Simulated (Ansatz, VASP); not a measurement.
# Two plane-wave programs on Mg2CdO3

```
Mg Cd O
1.0
     3.11810    0.00000    0.00000
    -1.55905    2.70035    0.00000
     0.00000    0.00000    7.78630
Mg Cd O
2 1 3
Direct
  0.33333 0.66667 0.65626
  0.66667 0.33333 0.34374
  0.00000 0.00000 0.00000
  0.00000 0.00000 0.50000
  0.33333 0.66667 0.19497
  0.66667 0.33333 0.80503
```

Alike in both runs: functional PBE; k mesh 6 × 6 × 2; occupations gaussian, width 0.1 eV; no spin polarisation.

Ansatz relaxed the structure, and its values are those at the end. VASP's run is a single point on that final structure, the one shown.

```csv
,VASP,Ansatz
version,VASP 6.6.1,Ansatz 0.2.0
potentials or method,"VASP PAW PBE potentials, release 64 (Mg_sv, Cd_sv_GW, O), cutoff 840 eV","scalar-relativistic, plane waves, PAW"
valence electrons in the cell,58,58
```

```csv
,VASP,Ansatz,Ansatz less VASP
gap on the k mesh at the Fermi level (eV),1.94,1.95,+0.003
least direct gap on the mesh (eV),2.08,2.09,+0.002
pressure (GPa),-0.1,0.0,+0.11
rms of the force components (eV/Å),0.006,0.000,-0.0053
```
